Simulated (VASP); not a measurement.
# B (Fd-3m) in VASP: a series of runs, part 2 of 2

VASP 6.6.1. The steps go on from the part before.

### 4 Single point, PBE (volume scaled by 0.45)

The input, INCAR:

```
SYSTEM = B
PREC = Accurate
ENCUT = 520
EDIFF = 1E-6
ISMEAR = -1
SIGMA = 0.05
LREAL = .FALSE.
LASPH = .TRUE.
NELM = 100
ALGO = Normal
ISIF = 2
LWAVE = .FALSE.
LCHARG = .FALSE.
GGA = PE
NBANDS = 10
```

The input, KPOINTS:

```
Automatic mesh
0
G
  18 18 18
  0 0 0
```

The input, POSCAR:

```
B
1.0
    0.0000000000      1.5521959816      1.5521959816
    1.5521959816      0.0000000000      1.5521959816
    1.5521959816      1.5521959816      0.0000000000
B
2
Direct
   -0.1250000000     -0.1250000000     -0.1250000000
    0.1250000000      0.1250000000      0.1250000000
```

The run is started by

```console
$ cat potpaw_PBE.64/B/POTCAR > POTCAR
$ mpirun -np 1 vasp_std > vasp.out
```

It took 5.6 s on 1 thread of Intel Xeon Platinum 8488C (Sapphire Rapids), shared host; peak memory 0.12 GiB.

Results (log left out):

```yaml
Free_energy: -2.8581 eV
Pressure: 550.2 GPa
Band_gap_on_the_k_mesh: zero (band 3 reaches 19.68 eV, above the bottom of band 4 at 6.43 eV)
```

Levels at points of the mesh, in eV from the Fermi level:
| k point | band 1 | band 2 | band 3 | band 4 | band 5 | band 6 | band 7 |
| --- | --- | --- | --- | --- | --- | --- | --- |
| (0.00, 0.00, 0.00) | -20.05 | 7.68 | 7.68 | 7.68 | 13.29 | 13.29 | 13.29 |
| (0.50, 0.00, 0.00) | -13.48 | -9.97 | 3.15 | 3.15 | 15.71 | 15.71 | 23.75 |
| (0.50, 0.50, 0.00) | -8.87 | -8.87 | -2.99 | -2.99 | 12.26 | 12.26 | 34.41 |

### 5 Single point, PBE (volume scaled by 0.55)

The input, INCAR:

```
ALGO = Normal
EDIFF = 1E-6
ENCUT = 520
GGA = PE
ISIF = 2
ISMEAR = -1
LASPH = T
LCHARG = F
LREAL = F
LWAVE = F
NBANDS = 10
NELM = 60
PREC = Accurate
SIGMA = 0.05
```

The input, KPOINTS:

```
k-points
0
Gamma
  18 18 18
```

The input, POSCAR:

```
B
1.0
    0.0000000000      1.6595739660      1.6595739660
    1.6595739660      0.0000000000      1.6595739660
    1.6595739660      1.6595739660      0.0000000000
B
2
Direct
   -0.1250000000     -0.1250000000     -0.1250000000
    0.1250000000      0.1250000000      0.1250000000
```

Potentials or basis: VASP PAW PBE potentials, release 64 (B).

The run is started by

```console
$ cat potpaw_PBE.64/B/POTCAR > POTCAR
$ mpirun -np 1 vasp_std > vasp.out
```

OUTCAR:

```text
EDIFF = 1E-6
   ENCUT = 520
   GGA = PE
   ISIF = 2
   ISMEAR = -1
   LASPH = T
   LREAL = F
   NELM = 60
   PREC = Accurate

 ion  position               nearest neighbor table
   1  0.875  0.875  0.875-   2 1.44   2 1.44   2 1.44   2 1.44
   2  0.125  0.125  0.125-   1 1.44   1 1.44   1 1.44   1 1.44

  LATTYP: Found a face centered cubic cell.
 ALAT       =     3.3191479320

  Lattice vectors:

 A1 = (   0.0000000000,   1.6595739660,   1.6595739660)
 A2 = (   1.6595739660,   0.0000000000,   1.6595739660)
 A3 = (   1.6595739660,   1.6595739660,   0.0000000000)

Analysis of symmetry for initial positions (statically):
=====================================================================
 Subroutine PRICEL returns:
 Original cell was already a primitive cell.

 Routine SETGRP: Setting up the symmetry group for a
 face centered cubic supercell.

 Subroutine GETGRP returns: Found 48 space group operations
 (whereof 12 operations were pure point group operations)
 out of a pool of 48 trial point group operations.

The static configuration has the point symmetry D_3d.
 The point group associated with its full space group is O_h .

Analysis of symmetry for dynamics (positions and initial velocities):
=====================================================================
 Subroutine PRICEL returns:
 Original cell was already a primitive cell.

 Routine SETGRP: Setting up the symmetry group for a
 face centered cubic supercell.

 Subroutine GETGRP returns: Found 48 space group operations
 (whereof 12 operations were pure point group operations)
 out of a pool of 48 trial point group operations.

The dynamic configuration has the point symmetry D_3d.
 The point group associated with its full space group is O_h .

 Subroutine INISYM returns: Found 48 space group operations
 (whereof 12 operations are pure point group operations),
 and found     1 'primitive' translations

----------------------------------------------------------------------------------------
[... 114 lines left out ...]
  volume/ion in A,a.u.               =       4.57        30.85
  Fermi-wavevector in a.u.,A,eV,Ry     =   1.422717  2.688546 27.539889  2.024125
  Thomas-Fermi vector in A             =   2.543391
   LORBIT       =      0    0 simple, 1 ext, 2 COOP (PROOUT), +10 PAW based schemes
   GGA     = PE    functional components
   LHFCALC =     F    Hartree Fock is set to
   AEXX    =    0.0000 exact exchange contribution
   IVDW    =     0    specifies the selected vdW correction
   LEPSILON=     F    determine dielectric tensor
   LRPA    =     F    only Hartree local field effects (RPA)
 non-spin polarized calculation
  energy-cutoff  :      520.00
  volume of cell :        9.14
 maximum number of plane-waves:       262
 NGX is ok and might be reduce to    18
   NGX =  9   NGY =  9   NGZ =  9

 number of electron       6.0000000 magnetization

 Free energy of the ion-electron system (eV)
  ---------------------------------------------------
  ext. energy  EPLUGINS =         0.00000000
  ---------------------------------------------------
  free energy    TOTEN  =        -7.09784116 eV

  energy without entropy =       -7.09454173  energy(sigma->0) =       -7.09619145

 E-fermi :   9.4938     XC(G=0): -13.8037

 val. band max:        9.4705668178   @ k =   0.2778   0.2222   0.0000
 cond. band min:       9.5425690677   @ k =   0.3333   0.2222   0.0000
 fundamental gap:      0.0720022500
 Fermi energy:         9.4937842554

 k-point     1 :       0.0000    0.0000    0.0000
  band No.  band energies     occupation
      1      -8.4934      2.00000
      2      16.0430      0.00000
      3      16.0430      0.00000
      4      16.0430      0.00000
      5      21.2776      0.00000
      6      21.2776      0.00000
      7      21.2776      0.00000
      8      38.9455      0.00000
      9      38.9598      0.00000
     10      40.9849      0.00000
[... 287 lines left out ...]
 k-point    24 :      -0.2222    0.0556    0.0000
  band No.  band energies     occupation
      1      -6.6849      2.00000
      2       8.1887      2.00000
      3      12.5025      0.00000
      4      14.1706      0.00000
      5      23.5464      0.00000
      6      24.8961      0.00000
      7      27.3913      0.00000
      8      32.9234      0.00000
      9      34.5672      0.00000
     10      38.4240      0.00000

 [... further k-points ...]
[... 5 lines left out ...]
  --------------------------------------------------------------------------------------
  -------------------------------------------------------------------------------------
  Total       16.8399824     16.8399824     16.8399824      0.0000000      0.0000000     -0.0000000
  in kB     2951.4292673   2951.4292673   2951.4292673      0.0000000      0.0000000     -0.0000000
  external PRESSURE =    2951.4292673 kB  Pullay stress =       0.0000000 kB

 VOLUME and BASIS-vectors are now :
 -----------------------------------------------------------------------------
  energy-cutoff  :      520.00
  volume of cell :        9.14
      direct lattice vectors                 reciprocal lattice vectors
     0.000000000  1.659573966  1.659573966    -0.301282142  0.301282142  0.301282142
     1.659573966  0.000000000  1.659573966     0.301282142 -0.301282142  0.301282142
     1.659573966  1.659573966  0.000000000     0.301282142  0.301282142 -0.301282142

 POSITION                                       TOTAL-FORCE (eV/Angst)
 -----------------------------------------------------------------------------------
      2.90425      2.90425      2.90425        -0.000000     -0.000000     -0.000000
      0.41489      0.41489      0.41489         0.000000      0.000000      0.000000
 -----------------------------------------------------------------------------------
    total drift:                                0.000000      0.000000      0.000000

  FREE ENERGIE OF THE ION-ELECTRON SYSTEM (eV)
  ---------------------------------------------------
  free  energy   TOTEN  =        -7.0978411601 eV

  energy  without entropy=       -7.0945417315  energy(sigma->0) =       -7.09619145
```

OSZICAR:

```text
N       E                     dE             d eps       ncg     rms          rms(c)
DAV:   1     0.537324350464E+01    0.53732E+01   -0.32168E+03  4044   0.561E+02
DAV:   2    -0.773069324477E+01   -0.13104E+02   -0.12362E+02  4918   0.104E+02
DAV:   3    -0.785448515458E+01   -0.12379E+00   -0.12361E+00  4700   0.777E+00
DAV:   4    -0.785453115032E+01   -0.45996E-04   -0.45995E-04  4454   0.157E-01
DAV:   5    -0.785453115697E+01   -0.66480E-08   -0.68032E-08  4500   0.214E-03    0.560E+00
DAV:   6    -0.729975685187E+01    0.55477E+00   -0.25637E-01  4288   0.354E+00    0.338E+00
DAV:   7    -0.709730340177E+01    0.20245E+00   -0.29709E-01  4480   0.374E+00    0.633E-01
DAV:   8    -0.709787499791E+01   -0.57160E-03   -0.30239E-03  4392   0.471E-01    0.754E-02
DAV:   9    -0.709783824123E+01    0.36757E-04   -0.11565E-04  4338   0.729E-02    0.162E-02
DAV:  10    -0.709784094156E+01   -0.27003E-05   -0.14247E-06  4528   0.112E-02    0.269E-03
DAV:  11    -0.709784116012E+01   -0.21856E-06   -0.15214E-07  2536   0.337E-03
   1 F= -.70978412E+01 E0= -.70961914E+01  d E =-.329943E-02
```

stdout:

```text
POSCAR found type information on POSCAR B
 POSCAR found :  1 types and       2 ions
 scaLAPACK will be used
 LDA part: xc-table for (Slater+PW92), standard interpolation
 POSCAR, INCAR and KPOINTS ok, starting setup
 FFT: planning ... GRIDC
 FFT: planning ... GRID_SOFT
 FFT: planning ... GRID
 WAVECAR not read
 entering main loop
```

It took 12 s on 1 thread of Intel Xeon Platinum 8488C (Sapphire Rapids), shared host; peak memory 0.12 GiB.

Results:

```
Free energy            : -7.0978 eV
Pressure               : 295.1 GPa
Band gap on the k mesh : zero (band 3 reaches 16.04 eV, above the bottom of band 4 at 4.14 eV)
```

### 6 Single point, PBE (volume scaled by 0.55)

The input, INCAR:

```
SYSTEM = B
  ALGO = Normal
  EDIFF = 1E-7
  ENCUT = 520
  GGA = PE
  ISIF = 2
  ISMEAR = -1
  LASPH = .True.
  LCHARG = .False.
  LREAL = .False.
  LWAVE = .False.
  NBANDS = 10
  NELM = 100
  PREC = Accurate
  SIGMA = 0.05
```

The input, KPOINTS:

```
k-points
0
Gamma
  18 18 18
  0 0 0
```

POSCAR is that of step 5.

Potentials or basis: VASP PAW PBE potentials, release 64 (B).

The run is started by

```console
$ cat potpaw_PBE.64/B/POTCAR > POTCAR
$ mpirun -np 1 vasp_std > vasp.out
```

It took 11 s on 1 thread of Intel Xeon Platinum 8488C (Sapphire Rapids), shared host; peak memory 0.12 GiB.

It converged, with:

```yaml
Free_energy: -7.0978 eV
Pressure: 295.1 GPa
Band_gap_on_the_k_mesh: zero (band 3 reaches 16.04 eV, above the bottom of band 4 at 4.14 eV)
```

Levels at points of the mesh, in eV from the Fermi level:
| k point | band 1 | band 2 | band 3 | band 4 | band 5 | band 6 |
| --- | --- | --- | --- | --- | --- | --- |
| (0.00, 0.00, 0.00) | -17.99 | 6.55 | 6.55 | 6.55 | 11.78 | 11.78 |
| (0.50, 0.00, 0.00) | -11.46 | -9.56 | 2.70 | 2.70 | 14.15 | 14.15 |
| (0.50, 0.50, 0.00) | -7.95 | -7.95 | -2.45 | -2.45 | 10.61 | 10.61 |
